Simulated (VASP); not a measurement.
A run of VASP 6.6.1:

POSCAR

```
NaI
1.0
    0.0000000000      3.2333530289      3.2171862638
    3.2333530289      0.0000000000      3.2171862638
    3.2333530289      3.2333530289      0.0000000000
Na I
1 1
Direct
    0.0000000000      0.0000000000      0.0000000000
    0.5000000000      0.5000000000      0.5000000000
```

INCAR.step1

```
PREC = Accurate
ENCUT = 520
ISMEAR = 0
SIGMA = 0.01
LREAL = F
LASPH = T
NELM = 100
NBANDS = 14
GGA = PE
ALGO = Normal
EDIFF = 1E-4
LWAVE = T
LCHARG = F
```

File INCAR.step2:

```
PREC = Accurate
ENCUT = 520
EDIFF = 1E-6
ISMEAR = 0
SIGMA = 0.01
LREAL = F
LASPH = T
NELM = 100
ALGO = Normal
ISIF = 2
LWAVE = F
LCHARG = T
METAGGA = R2SCAN
LMIXTAU = T
LELF = T
LVHAR = T
NBANDS = 14
ISTART = 1
```

KPOINTS

```
Automatic mesh
0
Gamma
  6 6 6
```

Potentials or basis: VASP PAW PBE potentials, release 64 (Na_pv, I).

The run is started by

```sh
$ cat potpaw_PBE.64/Na_pv/POTCAR potpaw_PBE.64/I/POTCAR > POTCAR
$ cp INCAR.step1 INCAR
$ mpirun -np 1 vasp_std > vasp.out
$ cp INCAR.step2 INCAR
$ mpirun -np 1 vasp_std > vasp.out
```

Hardware: 1 thread of AMD EPYC 9R45 96-Core Processor (Zen 5), with other jobs on the host.

Problem. How long does it take, and how much memory?

Solution. It took 94 s on 1 thread of AMD EPYC 9R45 96-Core Processor (Zen 5) (shared host), peak memory 0.19 GiB. Counts: k points 30.
